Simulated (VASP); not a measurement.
# ScAlN2 (Pmmm) in VASP: a series of runs

ScAlN2 is run at these levels: PBE; tasks: single point.

All numbers are computed with VASP 6.6.1; they aren't measurements. Logs are shortened: lines on timing, memory, paths and dates and some standing lists are left out, and cuts for length are marked.

## (1) The cell of the first run

Symmetry: Pmmm, No. 47, orthorhombic system. The conventional cell has a = 3.021 Å, b = 4.173 Å, c = 6.301 Å, α = 90.00°, β = 90.00°, γ = 90.00°. Sc (site symmetry mmm) has 2 N at 1.95 Å within 2.6 Å. Al (site symmetry mmm) has 4 N at 1.93 Å within 2.6 Å. N (site symmetry mm2) has 2 Al at 1.93 Å and 1 Sc at 1.95 Å and 1 N at 2.41 Å within 2.6 Å.

The cell was built from a structure type or drawn by symmetry, and may not be a known phase.

## (2) Single point, PBE, collinear spin, ferromagnetic start

The input, INCAR:

```
SYSTEM = ScAlN2
PREC = Accurate
ENCUT = 520
EDIFF = 1E-6
ISMEAR = 0
SIGMA = 0.1
LREAL = .FALSE.
LASPH = .TRUE.
NELM = 150
ALGO = Normal
ISIF = 2
LWAVE = .FALSE.
LCHARG = .TRUE.
ISPIN = 2
MAGMOM = 0 0 1 1
LORBIT = 11
LMAXMIX = 4
GGA = PE
LELF = .TRUE.
LVHAR = .TRUE.
NBANDS = 24
```

The input, KPOINTS:

```
regular mesh
0
G
  6 4 4
  0 0 0
```

The input, POSCAR:

```
ScAlN2
1.0
    3.0213921659      0.0000000000      0.0000000000
    0.0000000000      4.1733497732      0.0000000000
    0.0000000000      0.0000000000      6.3012074315
Sc Al N
1 1 2
Direct
    0.0000000000      0.0000000000      0.0000000000
    0.5000000000      0.0000000000      0.5000000000
    0.0000000000      0.0000000000      0.3086798229
    0.0000000000      0.0000000000      0.6913201771
```

Potentials or basis: VASP PAW PBE potentials, release 64 (Sc_sv, Al, N).

On the command line:

```sh
$ cat potpaw_PBE.64/Sc_sv/POTCAR potpaw_PBE.64/Al/POTCAR potpaw_PBE.64/N/POTCAR > POTCAR
$ mpirun -np 1 vasp_std > vasp.out
```

OUTCAR:

```text
SYSTEM = ScAlN2
   PREC = Accurate
   ENCUT = 520
   EDIFF = 1E-6
   ISMEAR = 0
   LREAL = .FALSE.
   LASPH = .TRUE.
   NELM = 150
   ISIF = 2
   ISPIN = 2
   LORBIT = 11
   GGA = PE

 ion  position               nearest neighbor table
   1  0.000  0.000  0.000-   3 1.95   4 1.95
   2  0.500  0.000  0.500-   3 1.93   4 1.93   3 1.93   4 1.93
   3  0.000  0.000  0.309-   2 1.93   2 1.93   1 1.95
   4  0.000  0.000  0.691-   2 1.93   2 1.93   1 1.95

  LATTYP: Found a simple orthorhombic cell.
 ALAT       =     3.0213921659
 B/A-ratio  =     1.3812671590
 C/A-ratio  =     2.0855311345

  Lattice vectors:

 A1 = (   3.0213921659,   0.0000000000,   0.0000000000)
 A2 = (   0.0000000000,   4.1733497732,   0.0000000000)
 A3 = (   0.0000000000,   0.0000000000,   6.3012074315)

Analysis of symmetry for initial positions (statically):
=====================================================================
 Subroutine PRICEL returns:
 Original cell was already a primitive cell.

 Routine SETGRP: Setting up the symmetry group for a
 simple orthorhombic supercell.

 Subroutine GETGRP returns: Found  8 space group operations
 (whereof  8 operations were pure point group operations)
 out of a pool of  8 trial point group operations.

The static configuration has the point symmetry D_2h.

Analysis of symmetry for dynamics (positions and initial velocities):
=====================================================================
 Subroutine PRICEL returns:
 Original cell was already a primitive cell.

 Routine SETGRP: Setting up the symmetry group for a
 simple orthorhombic supercell.

 Subroutine GETGRP returns: Found  8 space group operations
 (whereof  8 operations were pure point group operations)
 out of a pool of  8 trial point group operations.

The dynamic configuration has the point symmetry D_2h.

Analysis of structural, dynamic, and magnetic symmetry:
=====================================================================
 Subroutine PRICEL returns:
 Original cell was already a primitive cell.

 Routine SETGRP: Setting up the symmetry group for a
 simple orthorhombic supercell.

 Subroutine GETGRP returns: Found  8 space group operations
 (whereof  8 operations were pure point group operations)
 out of a pool of  8 trial point group operations.

The overall configuration has the point symmetry D_2h.

 Subroutine INISYM returns: Found  8 space group operations
 (whereof  8 operations are pure point group operations),
 and found     1 'primitive' translations

----------------------------------------------------------------------------------------

                                     Primitive cell

  volume of cell :      79.4540

  direct lattice vectors                    reciprocal lattice vectors
     3.021392166  0.000000000  0.000000000     0.330973255  0.000000000  0.000000000
     0.000000000  4.173349773  0.000000000     0.000000000  0.239615670  0.000000000
     0.000000000  0.000000000  6.301207431     0.000000000  0.000000000  0.158699743

  length of vectors
     3.021392166  4.173349773  6.301207431     0.330973255  0.239615670  0.158699743

  position of ions in fractional coordinates (direct lattice)
     0.000000000  0.000000000  0.000000000
     0.500000000  0.000000000  0.500000000
     0.000000000  0.000000000  0.308679823
     0.000000000  0.000000000  0.691320177

  ion indices of the primitive-cell ions
   primitive index   ion index
                 1           1
                 2           2
                 3           3
                 4           4

----------------------------------------------------------------------------------------

 KPOINTS: regular mesh

Automatic generation of k-mesh.
 Grid dimensions read from file:
 generate k-points for:    6    4    4

 Generating k-lattice:

  Cartesian coordinates                     Fractional coordinates (reciprocal lattice)
     0.055162209  0.000000000  0.000000000     0.166666667  0.000000000  0.000000000
     0.000000000  0.059903917  0.000000000     0.000000000  0.250000000  0.000000000
     0.000000000  0.000000000  0.039674936     0.000000000  0.000000000  0.250000000

  Length of vectors
     0.055162209  0.059903917  0.039674936

  Shift w.r.t. Gamma in fractional coordinates (k-lattice)
     0.000000000  0.000000000  0.000000000

 Subroutine IBZKPT returns following result:
 ===========================================

 Found     36 irreducible k-points:

 Following reciprocal coordinates:
            Coordinates               Weight
  0.000000  0.000000  0.000000      1.000000
  0.166667  0.000000  0.000000      2.000000
  0.333333  0.000000  0.000000      2.000000
  0.500000  0.000000  0.000000      1.000000
  0.000000  0.250000  0.000000      2.000000
  0.166667  0.250000  0.000000      4.000000
[... 16 lines left out ...]
  0.333333  0.500000  0.250000      4.000000
  0.500000  0.500000  0.250000      2.000000
 [... further k-points ...]
   k-points           NKPTS =     36   k-points in BZ     NKDIM =     36   number of bands    NBANDS=     24
   number of dos      NEDOS =    301   number of ions     NIONS =      4
   total plane-waves  NPLWV =  36864
   dimension x,y,z NGX =    24 NGY =   32 NGZ =   48
   dimension x,y,z NGXF=    48 NGYF=   64 NGZF=   96
   ions per type =               1   1   2
   NGX,Y,Z   is equivalent  to a cutoff of  13.21, 12.75, 12.66 a.u.
   NGXF,Y,Z  is equivalent  to a cutoff of  26.41, 25.49, 25.33 a.u.
 SYSTEM =  ScAlN2
   PREC   = accura    normal or accurate (medium, high low for compatibility)
   ISTART =      0    job   : 0-new  1-cont  2-samecut
   ICHARG =      2    charge: 1-file 2-atom 10-const
   ISPIN  =      2    spin polarized calculation?
   LNONCOLLINEAR =      F non collinear calculations
   LSORBIT =      F    spin-orbit coupling
   LASPH  =      T    aspherical Exc in radial PAW
   ENCUT  =  520.0 eV  38.22 Ry    6.18 a.u.   5.62  7.76 11.72*2*pi/ulx,y,z
   NELM   =    150;   NELMIN=  2; NELMDL= -5     # of ELM steps
   EDIFF  = 0.1E-05   stopping-criterion for ELM
   LREAL  =      F    real-space projection
   EDIFFG = 0.1E-04   stopping-criterion for IOM
   NSW    =      0    number of steps for IOM
   IBRION =     -1    ionic relax: 0-MD 1-quasi-New 2-CG
   NFREE  =      0    steps in history (QN), initial steepest desc. (CG)
   ISIF   =      2    stress and relaxation
   ISYM   =      2    0-nonsym 1-usesym 2-fastsym
   POTIM  = 0.5000    time-step for ionic-motion
   TEBEG  =    0.0;   TEEND  =   0.0 temperature during run
   PSTRESS=    0.0 pullay stress
   NELECT =      24.0000    total number of electrons
   NUPDOWN=      -1.0000    fix difference up-down
   EMIN   =  10.00;   EMAX   =-10.00  energy-range for DOS
   EFERMI =   0.00;   METHOD = LEGACY
   ISMEAR =     0;   SIGMA  =   0.10  broadening in eV -4-tet -1-fermi 0-gaus
   EFERMI_NEDOS =   21; number of points for ismear=-14 and -15
   IALGO  =     38    algorithm
   IMIX   =      4    mixing-type and parameters
     AMIX     =   0.40;   BMIX     =  1.00
     AMIX_MAG =   1.60;   BMIX_MAG =  1.00
  volume/ion in A,a.u.               =      19.86       134.05
  Fermi-wavevector in a.u.,A,eV,Ry     =   1.098432  2.075736 16.416162  1.206554
  Thomas-Fermi vector in A             =   2.234810
   LORBIT       =     11    0 simple, 1 ext, 2 COOP (PROOUT), +10 PAW based schemes
   GGA     = PE    functional components
   LHFCALC =     F    Hartree Fock is set to
   AEXX    =    0.0000 exact exchange contribution
   IVDW    =     0    specifies the selected vdW correction
   LEPSILON=     F    determine dielectric tensor
   LRPA    =     F    only Hartree local field effects (RPA)
 spin polarized calculation
 Gauss-broadening in eV      SIGMA  =   0.10
  energy-cutoff  :      520.00
  volume of cell :       79.45
 maximum number of plane-waves:      2164
 NGX is ok and might be reduce to    24
   NGX = 11   NGY = 15   NGZ = 23

 number of electron      24.0000001 magnetization      -0.0265871

 number of electron      24.0000001 magnetization       0.1253759

 Free energy of the ion-electron system (eV)
  ---------------------------------------------------
  ext. energy  EPLUGINS =         0.00000000
  ---------------------------------------------------
  free energy    TOTEN  =       -26.60393005 eV

  energy without entropy =      -26.59035193  energy(sigma->0) =      -26.59714099

 E-fermi :   2.0245     XC(G=0):  -8.3258

 val. band max:        2.0068367434   @ k =   0.3333   0.5000   0.2500
 cond. band min:       2.0347852573   @ k =   0.1667   0.2500   0.2500
 fundamental gap:      0.0279485139
 Fermi energy:         2.0244982761

 spin component 1

 k-point     1 :       0.0000    0.0000    0.0000
  band No.  band energies     occupation
      1     -47.2337      1.00000
      2     -26.0887      1.00000
      3     -25.9100      1.00000
      4     -25.6663      1.00000
      5     -12.4637      1.00000
      6     -10.1359      1.00000
[... 16 lines left out ...]
     23      11.1108      0.00000
     24      12.3510      0.00000

 k-point     2 :       0.1667    0.0000    0.0000
  band No.  band energies     occupation
      1     -47.2209      1.00000
      2     -26.0772      1.00000
      3     -26.0193      1.00000
      4     -25.6525      1.00000
      5     -12.2545      1.00000
      6      -9.9881      1.00000
[... 16 lines left out ...]
     23      11.7022      0.00000
     24      13.3881      0.00000

 k-point     3 :       0.3333    0.0000    0.0000
  band No.  band energies     occupation
      1     -47.1952      1.00000
      2     -26.2327      1.00000
      3     -26.0542      1.00000
      4     -25.6246      1.00000
      5     -11.7753      1.00000
      6      -9.6526      1.00000
[... 16 lines left out ...]
     23      12.3705      0.00000
     24      12.5157      0.00000
[... 514 lines left out ...]
 k-point    23 :       0.3333    0.5000    0.2500
  band No.  band energies     occupation
      1     -47.1946      1.00000
      2     -26.2312      1.00000
      3     -26.0672      1.00000
      4     -25.6236      1.00000
      5     -11.5496      1.00000
      6      -9.9361      1.00000
[... 16 lines left out ...]
     23      11.7686      0.00000
     24      12.5293      0.00000

 k-point    24 :       0.5000    0.5000    0.2500
  band No.  band energies     occupation
      1     -47.1817      1.00000
      2     -26.3353      1.00000
      3     -26.0551      1.00000
      4     -25.6096      1.00000
      5     -11.2752      1.00000
      6      -9.7450      1.00000
[... 16 lines left out ...]
     23      11.4015      0.00000
     24      11.6216      0.00000

 [... further k-points ...]

 spin component 2

 k-point     1 :       0.0000    0.0000    0.0000
  band No.  band energies     occupation
      1     -47.2222      1.00000
      2     -26.0819      1.00000
      3     -25.9012      1.00000
      4     -25.6458      1.00000
      5     -12.3949      1.00000
      6     -10.0648      1.00000
[... 16 lines left out ...]
     23      11.1211      0.00000
     24      12.3566      0.00000

 k-point     2 :       0.1667    0.0000    0.0000
  band No.  band energies     occupation
      1     -47.2095      1.00000
      2     -26.0705      1.00000
      3     -26.0102      1.00000
      4     -25.6320      1.00000
      5     -12.1840      1.00000
      6      -9.9155      1.00000
[... 16 lines left out ...]
     23      11.7104      0.00000
     24      13.3965      0.00000

 k-point     3 :       0.3333    0.0000    0.0000
  band No.  band energies     occupation
      1     -47.1838      1.00000
      2     -26.2231      1.00000
      3     -26.0475      1.00000
      4     -25.6041      1.00000
      5     -11.7003      1.00000
      6      -9.5761      1.00000
[... 16 lines left out ...]
     23      12.3831      0.00000
     24      12.5270      0.00000
[... 514 lines left out ...]
 k-point    23 :       0.3333    0.5000    0.2500
  band No.  band energies     occupation
      1     -47.1832      1.00000
      2     -26.2217      1.00000
      3     -26.0605      1.00000
      4     -25.6031      1.00000
      5     -11.4741      1.00000
      6      -9.8582      1.00000
[... 16 lines left out ...]
     23      11.7759      0.00000
     24      12.5343      0.00000

 k-point    24 :       0.5000    0.5000    0.2500
  band No.  band energies     occupation
      1     -47.1703      1.00000
      2     -26.3256      1.00000
      3     -26.0485      1.00000
      4     -25.5891      1.00000
      5     -11.1966      1.00000
      6      -9.6647      1.00000
[... 16 lines left out ...]
     23      11.4071      0.00000
     24      11.6334      0.00000

 [... further k-points ...]
[... 5 lines left out ...]
  --------------------------------------------------------------------------------------
  -------------------------------------------------------------------------------------
  Total       -0.0499669      0.0277074      0.3569100     -0.0000000      0.0000000      0.0000000
  in kB       -1.0075746      0.5587154      7.1970350     -0.0000000      0.0000000      0.0000000
  external PRESSURE =       2.2493919 kB  Pullay stress =       0.0000000 kB

 VOLUME and BASIS-vectors are now :
 -----------------------------------------------------------------------------
  energy-cutoff  :      520.00
  volume of cell :       79.45
      direct lattice vectors                 reciprocal lattice vectors
     3.021392166  0.000000000  0.000000000     0.330973255  0.000000000  0.000000000
     0.000000000  4.173349773  0.000000000     0.000000000  0.239615670  0.000000000
     0.000000000  0.000000000  6.301207431     0.000000000  0.000000000  0.158699743

 POSITION                                       TOTAL-FORCE (eV/Angst)
 -----------------------------------------------------------------------------------
      0.00000      0.00000      0.00000         0.000000      0.000000      0.000000
      1.51070      0.00000      3.15060         0.000000      0.000000      0.000000
      0.00000      0.00000      1.94506         0.000000      0.000000      0.129990
      0.00000      0.00000      4.35615         0.000000      0.000000     -0.129990
 -----------------------------------------------------------------------------------
    total drift:                                0.000000     -0.000000      0.000000

  FREE ENERGIE OF THE ION-ELECTRON SYSTEM (eV)
  ---------------------------------------------------
  free  energy   TOTEN  =       -26.6039300517 eV

  energy  without entropy=      -26.5903519339  energy(sigma->0) =      -26.59714099

 total charge

# of ion       s       p       d       tot
------------------------------------------
    1        2.258   6.197   1.231   9.686
    2        0.355   0.373   0.000   0.728
    3        1.279   2.429   0.000   3.709
    4        1.279   2.429   0.000   3.709
--------------------------------------------------
tot          5.172  11.428   1.231  17.831

 magnetization (x)

# of ion       s       p       d       tot
------------------------------------------
    1        0.003   0.009   0.009   0.021
    2       -0.001   0.000   0.000  -0.001
    3        0.002   0.040   0.000   0.042
    4        0.002   0.040   0.000   0.042
--------------------------------------------------
tot          0.006   0.090   0.009   0.104
```

Wall time 3.8 min (1 thread of Intel Xeon 8259CL, shared host); peak memory 0.28 GiB.

Results:

```
Free energy                                           : -26.6039 eV
Pressure                                              : 0.2 GPa
Largest force                                         : 0.130 eV/Å
Net moment                                            : 0.13 μB per cell
Site moments                                          : Sc +0.02; Al -0.00; N +0.04 μB
Valence electrons inside the program's atomic spheres : Sc 9.69; Al 0.73; N 3.71
```

Forces in eV/Å, atoms in the order of the input:
```
Sc   0.000  0.000  0.000
Al   0.000  0.000  0.000
N    0.000  0.000  0.130
N    0.000  0.000 -0.130
```

Caveat: the k points lie up to 0.38 Å⁻¹ apart.

## (3) Single point, PBE

This run uses another cell than the first one, of 20.40 Å³/atom.

The input, INCAR:

```
PREC     = Accurate       # precision mode
ENCUT    = 520            # plane-wave cutoff, eV
EDIFF    = 1E-6           # SCF threshold, eV
ISMEAR   = 0              # smearing method
SIGMA    = 0.1            # smearing width, eV
LREAL    = F              # projectors in reciprocal space
LASPH    = T              # aspherical terms in the spheres
NELM     = 80             # most SCF steps
ALGO     = Normal         # electronic algorithm
ISIF     = 2              # what is computed and relaxed
LWAVE    = F              # write WAVECAR
LCHARG   = T              # write CHGCAR
GGA      = PE             # functional
LELF     = T              # ELF
LVHAR    = T            
NBANDS   = 20             # bands
```

The input, KPOINTS:

```
regular mesh
0
Gamma
  16 12 8
```

The input, POSCAR:

```
ScAlN2
1.0
    3.0362996528      0.0000000000      0.0000000000
    0.0000000000      4.2925636978      0.0000000000
    0.0000000000      0.0000000000      6.2592980135
Sc Al N
1 1 2
Direct
    0.0000000000      0.0000000000      0.0000000000
    0.5000000000      0.0000000000      0.5000000000
    0.0000000000      0.0000000000      0.3107258262
    0.0000000000      0.0000000000      0.6892741738
```

Potentials or basis: VASP PAW PBE potentials, release 64 (Sc_sv, Al, N).

On the command line:

```sh
$ cat potpaw_PBE.64/Sc_sv/POTCAR potpaw_PBE.64/Al/POTCAR potpaw_PBE.64/N/POTCAR > POTCAR
$ mpirun -np 1 vasp_std > vasp.out
```

Wall time 10 min (1 thread of Intel Xeon 8259CL, shared host); peak memory 0.59 GiB.

Results (log left out):

| Quantity | Value |
| --- | --- |
| Free energy | -26.6634 eV |
| Pressure | 0.2 GPa |
| Largest force | 0.102 eV/Å |
| Band gap on the k mesh | zero (bands 12 and 13 overlap by 1.58 eV) |

Forces on the atoms (eV/Å):
```
Sc   0.000  0.000  0.000
Al   0.000  0.000  0.000
N    0.000  0.000  0.102
N    0.000  0.000 -0.102
```

Stress tensor (GPa, compression positive):
```
-0.08  0.00  0.00
 0.00 -0.05  0.00
 0.00  0.00  0.71
```

Levels at points of the mesh, in eV from the Fermi level:
```
           k point  band 10  band 11  band 12  band 13  band 14  band 15
(0.00, 0.00, 0.00)    -1.67    -1.63    -1.24     0.35     0.46     2.56
(0.50, 0.00, 0.00)    -1.34    -0.99     0.78     0.95     1.41     2.80
(0.00, 0.50, 0.00)    -1.61    -1.23    -0.77     0.52     1.77     2.55
(0.50, 0.50, 0.00)    -1.89    -1.32     0.03     0.81     2.88     2.96
(0.00, 0.00, 0.50)    -1.81    -1.50    -0.94    -0.73     0.41     1.76
(0.50, 0.00, 0.50)    -1.86    -1.48    -0.14     0.97     1.44     1.68
(0.00, 0.50, 0.50)    -1.94    -1.67    -0.75    -0.72     2.37     2.37
(0.50, 0.50, 0.50)    -2.33    -1.47    -0.58     0.13     1.84     2.82
```
